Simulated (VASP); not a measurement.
# SiC (P6_3mc) in VASP: a series of runs

Runs on SiC. Level: PBE. Tasks: relaxation of cell and atoms, relaxation of shape and atoms at fixed volume.

Everything below comes from runs of VASP 6.6.1. Logs are shortened: lines on timing, memory, paths and dates and some standing lists are left out, and cuts for length are marked.

### 1 The cell of the first run

The structure is hexagonal, space group P6_3mc (No. 186). Conventional cell: a = 3.092 Å, b = 3.092 Å, c = 5.073 Å, α = 90.00°, β = 90.00°, γ = 120.00°. Within 2.5 Å of Si (site symmetry 3m) lie 4 C at 1.89 to 1.91 Å. C (site symmetry 3m) has 4 Si at 1.89 to 1.91 Å within 2.5 Å.

### 2 Relaxation of cell and atoms, PBE

The input, INCAR:

```
  PREC = Accurate
  ENCUT = 600
  EDIFF = 1E-6
  ISMEAR = 0
  SIGMA = 0.02
  LREAL = F
  LASPH = T
  NELM = 100
  ALGO = Normal
  ISIF = 3
  LWAVE = F
  LCHARG = F
  GGA = PE
  IBRION = 2
  NSW = 100
  EDIFFG = -0.01
```

The input, KPOINTS:

```
regular mesh
0
Gamma
  12 12 6
```

The input, POSCAR:

```
SiC
1.0
    3.0917628281      0.0000000000      0.0000000000
   -1.5458814140      2.6775451516      0.0000000000
    0.0000000000      0.0000000000      5.0726468946
Si C
2 2
Direct
    0.6666666667      0.3333333333      0.5045346401
    0.3333333333      0.6666666667      0.0045346401
    0.6666666667      0.3333333333      0.8804653499
    0.3333333333      0.6666666667      0.3804653499
```

Potentials or basis: VASP PAW PBE potentials, release 64 (Si, C).

The run is started by

```console
$ cat potpaw_PBE.64/Si/POTCAR potpaw_PBE.64/C/POTCAR > POTCAR
$ mpirun -np 1 vasp_std > vasp.out
```

OUTCAR:

```text
PREC = Accurate
   ENCUT = 600
   EDIFF = 1E-6
   ISMEAR = 0
   LREAL = F
   LASPH = T
   NELM = 100
   ISIF = 3
   GGA = PE
   IBRION = 2
   NSW = 100
   EDIFFG = -0.01

 ion  position               nearest neighbor table
   1  0.667  0.333  0.505-   4 1.89   4 1.89   4 1.89   3 1.91   2 3.10   2 3.10   2 3.10   2 3.10
                             2 3.10   2 3.10
   2  0.333  0.667  0.005-   3 1.89   3 1.89   3 1.89   4 1.91   1 3.10   1 3.10   1 3.10   1 3.10
                             1 3.10   1 3.10
   3  0.667  0.333  0.880-   2 1.89   2 1.89   2 1.89   1 1.91
   4  0.333  0.667  0.380-   1 1.89   1 1.89   1 1.89   2 1.91

  LATTYP: Found a hexagonal cell.
 ALAT       =     3.0917628281
 C/A-ratio  =     1.6406972904

  Lattice vectors:

 A1 = (   3.0917628281,   0.0000000000,   0.0000000000)
 A2 = (  -1.5458814140,   2.6775451516,   0.0000000000)
 A3 = (   0.0000000000,   0.0000000000,   5.0726468946)

Analysis of symmetry for initial positions (statically):
=====================================================================
 Subroutine PRICEL returns:
 Original cell was already a primitive cell.

 Routine SETGRP: Setting up the symmetry group for a
 hexagonal supercell.

 Subroutine GETGRP returns: Found 12 space group operations
 (whereof  6 operations were pure point group operations)
 out of a pool of 24 trial point group operations.

The static configuration has the point symmetry C_3v.
 The point group associated with its full space group is C_6v.

Analysis of symmetry for dynamics (positions and initial velocities):
=====================================================================
 Subroutine PRICEL returns:
 Original cell was already a primitive cell.

 Routine SETGRP: Setting up the symmetry group for a
 hexagonal supercell.

 Subroutine GETGRP returns: Found 12 space group operations
 (whereof  6 operations were pure point group operations)
 out of a pool of 24 trial point group operations.

The dynamic configuration has the point symmetry C_3v.
 The point group associated with its full space group is C_6v.

 Subroutine INISYM returns: Found 12 space group operations
 (whereof  6 operations are pure point group operations),
 and found     1 'primitive' translations

----------------------------------------------------------------------------------------

                                     Primitive cell

  volume of cell :      41.9931

  direct lattice vectors                    reciprocal lattice vectors
     3.091762828  0.000000000  0.000000000     0.323440075  0.186738214  0.000000000
    -1.545881414  2.677545152  0.000000000     0.000000000  0.373476428  0.000000000
     0.000000000  0.000000000  5.072646895     0.000000000  0.000000000  0.197135740

  length of vectors
     3.091762828  3.091762828  5.072646895     0.373476428  0.373476428  0.197135740

  position of ions in fractional coordinates (direct lattice)
     0.666666667  0.333333333  0.504534640
     0.333333333  0.666666667  0.004534640
     0.666666667  0.333333333  0.880465350
     0.333333333  0.666666667  0.380465350

  ion indices of the primitive-cell ions
   primitive index   ion index
                 1           1
                 2           2
                 3           3
                 4           4

----------------------------------------------------------------------------------------

 KPOINTS: regular mesh

Automatic generation of k-mesh.
 Grid dimensions read from file:
 generate k-points for:   12   12    6

 Generating k-lattice:

  Cartesian coordinates                     Fractional coordinates (reciprocal lattice)
     0.026953340  0.015561518  0.000000000     0.083333333  0.000000000  0.000000000
     0.000000000  0.031123036  0.000000000     0.000000000  0.083333333  0.000000000
     0.000000000  0.000000000  0.032855957     0.000000000  0.000000000  0.166666667

  Length of vectors
     0.031123036  0.031123036  0.032855957

  Shift w.r.t. Gamma in fractional coordinates (k-lattice)
     0.000000000  0.000000000  0.000000000

 Subroutine IBZKPT returns following result:
 ===========================================

 Found     76 irreducible k-points:

 Following reciprocal coordinates:
            Coordinates               Weight
  0.000000  0.000000  0.000000      1.000000
  0.083333  0.000000  0.000000      6.000000
  0.166667  0.000000  0.000000      6.000000
  0.250000  0.000000  0.000000      6.000000
  0.333333  0.000000  0.000000      6.000000
  0.416667  0.000000  0.000000      6.000000
[... 16 lines left out ...]
  0.250000  0.000000  0.166667     12.000000
  0.333333  0.000000  0.166667     12.000000
 [... further k-points ...]
   k-points           NKPTS =     76   k-points in BZ     NKDIM =     76   number of bands    NBANDS=     12
   number of dos      NEDOS =    301   number of ions     NIONS =      4
   total plane-waves  NPLWV =  32928
   dimension x,y,z NGX =    28 NGY =   28 NGZ =   42
   dimension x,y,z NGXF=    56 NGYF=   56 NGZF=   84
   ions per type =               2   2
   NGX,Y,Z   is equivalent  to a cutoff of  15.06, 15.06, 13.76 a.u.
   NGXF,Y,Z  is equivalent  to a cutoff of  30.11, 30.11, 27.53 a.u.
 SYSTEM =  unknown system
   PREC   = accura    normal or accurate (medium, high low for compatibility)
   ISTART =      0    job   : 0-new  1-cont  2-samecut
   ICHARG =      2    charge: 1-file 2-atom 10-const
   ISPIN  =      1    spin polarized calculation?
   LNONCOLLINEAR =      F non collinear calculations
   LSORBIT =      F    spin-orbit coupling
   LASPH  =      T    aspherical Exc in radial PAW
   ENCUT  =  600.0 eV  44.10 Ry    6.64 a.u.   6.18  6.18 10.13*2*pi/ulx,y,z
   NELM   =    100;   NELMIN=  2; NELMDL= -5     # of ELM steps
   EDIFF  = 0.1E-05   stopping-criterion for ELM
   LREAL  =      F    real-space projection
   EDIFFG = -.1E-01   stopping-criterion for IOM
   NSW    =    100    number of steps for IOM
   IBRION =      2    ionic relax: 0-MD 1-quasi-New 2-CG
   NFREE  =      1    steps in history (QN), initial steepest desc. (CG)
   ISIF   =      3    stress and relaxation
   ISYM   =      2    0-nonsym 1-usesym 2-fastsym
   POTIM  = 0.5000    time-step for ionic-motion
   TEBEG  =    0.0;   TEEND  =   0.0 temperature during run
   PSTRESS=    0.0 pullay stress
   NELECT =      16.0000    total number of electrons
   NUPDOWN=      -1.0000    fix difference up-down
   EMIN   =  10.00;   EMAX   =-10.00  energy-range for DOS
   EFERMI =   0.00;   METHOD = LEGACY
   ISMEAR =     0;   SIGMA  =   0.02  broadening in eV -4-tet -1-fermi 0-gaus
   EFERMI_NEDOS =   21; number of points for ismear=-14 and -15
   IALGO  =     38    algorithm
   IMIX   =      4    mixing-type and parameters
     AMIX     =   0.40;   BMIX     =  1.00
     AMIX_MAG =   1.60;   BMIX_MAG =  1.00
  volume/ion in A,a.u.               =      10.50        70.85
  Fermi-wavevector in a.u.,A,eV,Ry     =   1.186831  2.242786 19.164735  1.408568
  Thomas-Fermi vector in A             =   2.322996
   LORBIT       =      0    0 simple, 1 ext, 2 COOP (PROOUT), +10 PAW based schemes
   GGA     = PE    functional components
   LHFCALC =     F    Hartree Fock is set to
   AEXX    =    0.0000 exact exchange contribution
   IVDW    =     0    specifies the selected vdW correction
   LEPSILON=     F    determine dielectric tensor
   LRPA    =     F    only Hartree local field effects (RPA)
 conjugate gradient relaxation of ions
 non-spin polarized calculation
 Gauss-broadening in eV      SIGMA  =   0.02
  energy-cutoff  :      600.00
  volume of cell :       41.99
 maximum number of plane-waves:      1420
 NGX is ok and might be reduce to    28
   NGX = 13   NGY = 13   NGZ = 21

 number of electron      16.0000000 magnetization

 Free energy of the ion-electron system (eV)
  ---------------------------------------------------
  ext. energy  EPLUGINS =         0.00000000
  ---------------------------------------------------
  free energy    TOTEN  =       -30.11299139 eV

  energy without entropy =      -30.11299139  energy(sigma->0) =      -30.11299139

 E-fermi :   8.2133     XC(G=0): -11.2844

 val. band max:        8.0865785504   @ k =   0.0000   0.0000   0.0000
 cond. band min:      10.3941975402   @ k =   0.3333   0.3333   0.0000
 fundamental gap:      2.3076189898
 Fermi energy:         8.2133240863

 k-point     1 :       0.0000    0.0000    0.0000
  band No.  band energies     occupation
      1      -7.3605      2.00000
      2      -3.8485      2.00000
      3      -0.5203      2.00000
      4       6.7762      2.00000
      5       6.7762      2.00000
      6       7.9819      2.00000
      7       8.0866      2.00000
      8       8.0866      2.00000
      9      12.7614      0.00000
     10      14.1409      0.00000
     11      14.6635      0.00000
     12      14.6635      0.00000

 k-point     2 :       0.0833    0.0000    0.0000
  band No.  band energies     occupation
      1      -7.2414      2.00000
      2      -3.7468      2.00000
      3      -0.4112      2.00000
      4       6.0959      2.00000
      5       6.5684      2.00000
      6       7.6230      2.00000
      7       7.9040      2.00000
      8       8.0194      2.00000
      9      13.1769      0.00000
     10      14.1772      0.00000
     11      14.6431      0.00000
     12      14.9099      0.00000

 k-point     3 :       0.1667    0.0000    0.0000
  band No.  band energies     occupation
      1      -6.8873      2.00000
      2      -3.4508      2.00000
      3      -0.0935      2.00000
      4       4.6214      2.00000
      5       6.0978      2.00000
      6       6.5096      2.00000
      7       7.6217      2.00000
      8       7.7991      2.00000
      9      12.8876      0.00000
     10      14.7286      0.00000
     11      15.1092      0.00000
     12      15.2722      0.00000
[... 286 lines left out ...]
 k-point    23 :       0.2500    0.0000    0.1667
  band No.  band energies     occupation
      1      -6.1791      2.00000
      2      -3.4695      2.00000
      3       0.9678      2.00000
      4       3.2260      2.00000
      5       4.7471      2.00000
      6       5.6829      2.00000
      7       7.0479      2.00000
      8       7.3079      2.00000
      9      12.0237      0.00000
     10      13.5497      0.00000
     11      14.8698      0.00000
     12      15.9605      0.00000

 k-point    24 :       0.3333    0.0000    0.1667
  band No.  band energies     occupation
      1      -5.4099      2.00000
      2      -2.8922      2.00000
      3       0.8043      2.00000
      4       2.5116      2.00000
      5       3.3330      2.00000
      6       5.2638      2.00000
      7       6.5006      2.00000
      8       6.9889      2.00000
      9      11.4383      0.00000
     10      12.5479      0.00000
     11      14.8208      0.00000
     12      15.8539      0.00000

 [... further k-points ...]
[... 5 lines left out ...]
  --------------------------------------------------------------------------------------
  -------------------------------------------------------------------------------------
  Total       -0.0324059     -0.0324059     -0.0048985     -0.0000000     -0.0000000      0.0000000
  in kB       -1.2363929     -1.2363929     -0.1868955     -0.0000000     -0.0000000      0.0000000
  external PRESSURE =      -0.8865605 kB  Pullay stress =       0.0000000 kB

 VOLUME and BASIS-vectors are now :
 -----------------------------------------------------------------------------
  energy-cutoff  :      600.00
  volume of cell :       41.99
      direct lattice vectors                 reciprocal lattice vectors
     3.091762828  0.000000000  0.000000000     0.323440075  0.186738214  0.000000000
    -1.545881414  2.677545152  0.000000000     0.000000000  0.373476428  0.000000000
     0.000000000  0.000000000  5.072646895     0.000000000  0.000000000  0.197135740

 POSITION                                       TOTAL-FORCE (eV/Angst)
 -----------------------------------------------------------------------------------
      1.54588      0.89252      2.55933         0.000000      0.000000      0.005903
     -0.00000      1.78503      0.02300        -0.000000      0.000000      0.005903
      1.54588      0.89252      4.46629         0.000000     -0.000000     -0.005903
     -0.00000      1.78503      1.92997         0.000000      0.000000     -0.005903
 -----------------------------------------------------------------------------------
    total drift:                               -0.000000      0.000000     -0.000131

  FREE ENERGIE OF THE ION-ELECTRON SYSTEM (eV)
  ---------------------------------------------------
  free  energy   TOTEN  =       -30.1129913940 eV

  energy  without entropy=      -30.1129913940  energy(sigma->0) =      -30.11299139

 reached required accuracy - stopping structural energy minimisation
```

It took 78 s on 1 thread of Intel Xeon 8259CL, shared host; peak memory 0.19 GiB.

Results:

| Item | Value |
| --- | --- |
| Free energy | -30.1130 eV |
| Pressure after relaxing | -0.1 GPa |
| Largest force after relaxing | 0.006 eV/Å |
| Band gap on the k mesh | 2.31 eV (least direct gap 3.94 eV) |

Forces in eV/Å, atoms in the order of the input:
```
Si   0.000  0.000  0.006
Si   0.000  0.000  0.006
C    0.000  0.000 -0.006
C    0.000  0.000 -0.006
```

Final structure:
```xyz
4
Lattice="3.0918 0.0000 0.0000 -1.5459 2.6775 0.0000 0.0000 0.0000 5.0726" Properties=species:S:1:pos:R:3 pbc="T T T"
Si    1.5459    0.8925    2.5593
Si    0.0000    1.7850    0.0230
C     1.5459    0.8925    4.4663
C     0.0000    1.7850    1.9300
```

Caveat: the relaxation stopped at its first step, so nothing moved. A k mesh can miss the band edges.

(Part 1 of 2 ends here.)
